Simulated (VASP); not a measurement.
# Al11Ga5P16 (P1) in VASP: a series of runs, part 2 of 2

VASP 6.6.1. Earlier steps stand in the parts before.

## 3. Single point, HSE06

Contents of POSCAR:

```
Al11Ga5P16
1.0
   10.9236660000      0.0000000000      0.0000000000
    0.0000000000     10.9236660000      0.0000000000
    0.0000000000      0.0000000000     10.9236660000
Ga Al P
10 22 32
Direct
    0.9993570000      0.9997320000      0.0001690000
    0.5003460000      0.4994040000      0.9998990000
    0.2499970000      0.7499220000      0.4999730000
    0.7496060000      0.2495070000      0.0003210000
    0.7502670000      0.0000390000      0.2493160000
    0.7500430000      0.9998680000      0.7504850000
    0.7500980000      0.4998330000      0.2495290000
    0.9999660000      0.7502960000      0.2498270000
    0.5010160000      0.2501040000      0.2493280000
    0.4999000000      0.7496730000      0.7498950000
    0.9992650000      0.9991670000      0.4997590000
    0.9991840000      0.4997620000      0.9996460000
    0.0000080000      0.4998230000      0.4991900000
    0.4997110000      0.9995960000      0.9994350000
    0.5001620000      0.9992250000      0.4993630000
    0.4992160000      0.4997350000      0.4992950000
    0.2500190000      0.2496090000      0.9995080000
    0.2500010000      0.2492570000      0.4992320000
    0.2494080000      0.7494330000      0.9992960000
    0.7496630000      0.2493520000      0.4996110000
    0.7497370000      0.7495140000      0.9995780000
    0.7492310000      0.7494890000      0.4995100000
    0.2499830000      0.9995010000      0.2493770000
    0.2494010000      0.9989810000      0.7496310000
    0.2497550000      0.4997610000      0.2494050000
    0.2501000000      0.4996800000      0.7491890000
    0.7490320000      0.4993260000      0.7499770000
    0.9993720000      0.2494970000      0.2494380000
    0.9997310000      0.2494040000      0.7496860000
    0.9992700000      0.7498640000      0.7494070000
    0.4999260000      0.2492710000      0.7498770000
    0.4996070000      0.7494360000      0.2495920000
    0.1246760000      0.1246760000      0.1246180000
    0.1249050000      0.1243830000      0.6244760000
    0.1242380000      0.6248180000      0.1247330000
    0.1249360000      0.6251770000      0.6243760000
    0.6249630000      0.1243060000      0.1245540000
    0.6251100000      0.1242220000      0.6250350000
    0.6248380000      0.6242270000      0.1248680000
    0.6241820000      0.6244520000      0.6247000000
    0.3753470000      0.3745440000      0.1245710000
    0.3750740000      0.3742420000      0.6244520000
    0.3749110000      0.8743460000      0.1243150000
    0.3750280000      0.8742520000      0.6247980000
    0.8742510000      0.3746860000      0.1246760000
    0.8747700000      0.3749490000      0.6247300000
    0.8746760000      0.8747430000      0.1248270000
    0.8739440000      0.8747710000      0.6248620000
    0.3755790000      0.1249170000      0.3740210000
    0.3746920000      0.1244460000      0.8745270000
    0.3742740000      0.6250450000      0.3748160000
    0.3753080000      0.6243040000      0.8746880000
    0.8747510000      0.1245290000      0.3745810000
    0.8744890000      0.1245680000      0.8754220000
    0.8750110000      0.6250590000      0.3741730000
    0.8745880000      0.6246580000      0.8744930000
    0.1249990000      0.3745330000      0.3744750000
    0.1248870000      0.3749910000      0.8748800000
    0.1250720000      0.8745520000      0.3750040000
    0.1239890000      0.8747270000      0.8749350000
    0.6251920000      0.3751120000      0.3743670000
    0.6246380000      0.3740530000      0.8753460000
    0.6252700000      0.8747960000      0.3737810000
    0.6248790000      0.8747620000      0.8744430000
```

Contents of INCAR.step1:

```
PREC = Accurate
ENCUT = 520
EDIFF = 1E-5
ISMEAR = -1
SIGMA = 0.05
LREAL = Auto
LASPH = T
NELM = 80
ALGO = Normal
ISIF = 2
LWAVE = T
LCHARG = F
NBANDS = 216
GGA = PE
LUSENCCL = F
```

Contents of INCAR.step2:

```
PREC = Accurate
ENCUT = 520
EDIFF = 1E-6
ISMEAR = -1
SIGMA = 0.05
LREAL = Auto
LASPH = T
NELM = 80
ALGO = Normal
ISIF = 2
LWAVE = F
LCHARG = F
GGA = PE
LHFCALC = T
HFSCREEN = 0.2079
PRECFOCK = Fast
NBANDS = 216
ISTART = 1
LUSENCCL = F
```

Contents of KPOINTS:

```
regular mesh
0
Gamma
  1 1 1
```

Potentials or basis: VASP PAW PBE potentials, release 64 (Ga_d, Al, P).

The run is started by

```
$ cat potpaw_PBE.64/Ga_d/POTCAR potpaw_PBE.64/Al/POTCAR potpaw_PBE.64/P/POTCAR > POTCAR
$ cp INCAR.step1 INCAR
$ mpirun -np 1 vasp_gam > vasp.out
$ cp INCAR.step2 INCAR
$ mpirun -np 1 vasp_gam > vasp.out
```

Run time: 4.2 min. Hardware: 1 × NVIDIA H100 80GB with 1 thread of AMD EPYC 7R13 (Zen 3), shared host; peak memory 1.8 GiB.

The run converged. Its results:

```yaml
Free_energy: -368.8644 eV
Pressure: 0.7 GPa
Largest_force: 0.095 eV/Å
Band_gap_on_the_k_mesh: 2.27 eV
```

Forces in eV/Å, atoms in the order of the input:
```
Ga   0.002 -0.003 -0.004
Ga  -0.023  0.002 -0.004
Ga  -0.010 -0.007 -0.016
Ga  -0.005 -0.005 -0.010
Ga  -0.015 -0.006  0.001
Ga  -0.014 -0.009 -0.025
Ga  -0.006  0.000  0.001
Ga  -0.004 -0.007 -0.008
Ga  -0.026 -0.013 -0.010
Ga  -0.005 -0.012 -0.002
Al   0.019  0.017  0.004
Al   0.015  0.000  0.014
Al   0.001  0.011  0.015
Al   0.003 -0.002  0.002
Al   0.009  0.021  0.002
Al   0.021  0.001  0.002
Al  -0.004  0.003  0.016
Al   0.016  0.014  0.007
Al   0.021  0.003  0.020
Al   0.012  0.027  0.008
Al  -0.009 -0.004  0.012
Al   0.017  0.016 -0.001
Al   0.008  0.008  0.013
Al   0.019  0.027  0.023
Al   0.012  0.008  0.007
Al  -0.001  0.005  0.012
Al   0.025  0.017  0.007
Al   0.016  0.022  0.012
Al   0.009  0.020  0.025
Al   0.016  0.003  0.009
Al   0.002  0.007 -0.006
Al   0.018  0.007  0.006
P    0.026  0.027  0.017
P   -0.026 -0.021 -0.016
P    0.042 -0.045 -0.047
P   -0.042 -0.045  0.043
P   -0.020 -0.012 -0.026
P   -0.045  0.040 -0.041
P    0.000  0.086 -0.016
P    0.045 -0.036 -0.042
P   -0.076  0.009  0.007
P   -0.015 -0.008 -0.005
P   -0.021 -0.008 -0.012
P   -0.010  0.076 -0.011
P    0.090 -0.012 -0.006
P   -0.021 -0.026 -0.028
P   -0.015 -0.028 -0.035
P    0.054 -0.041 -0.042
P   -0.046 -0.049  0.054
P   -0.014 -0.021 -0.011
P    0.041 -0.045 -0.048
P   -0.074  0.012  0.009
P    0.030  0.022  0.029
P    0.052  0.049 -0.041
P   -0.017 -0.016  0.089
P   -0.019 -0.013 -0.013
P   -0.022 -0.022 -0.019
P   -0.014 -0.017 -0.018
P   -0.006  0.074  0.000
P    0.041 -0.042 -0.050
P   -0.006 -0.006  0.092
P    0.012  0.006 -0.086
P   -0.057 -0.051  0.056
P   -0.006 -0.008  0.083
```

Levels at points of the mesh, in eV from the valence-band top:
| k point | band 175 | band 176 | band 177 | band 178 | band 179 | band 180 | band 181 | band 182 |
| --- | --- | --- | --- | --- | --- | --- | --- | --- |
| (0.00, 0.00, 0.00) | -0.94 | 0.00 | 0.00 | 0.00 | 2.27 | 2.28 | 2.28 | 2.79 |

Caveat: the k points lie up to 0.58 Å⁻¹ apart; the PAW data sets were made with another functional, which shifts forces and pressure a little. A k mesh can miss the band edges.
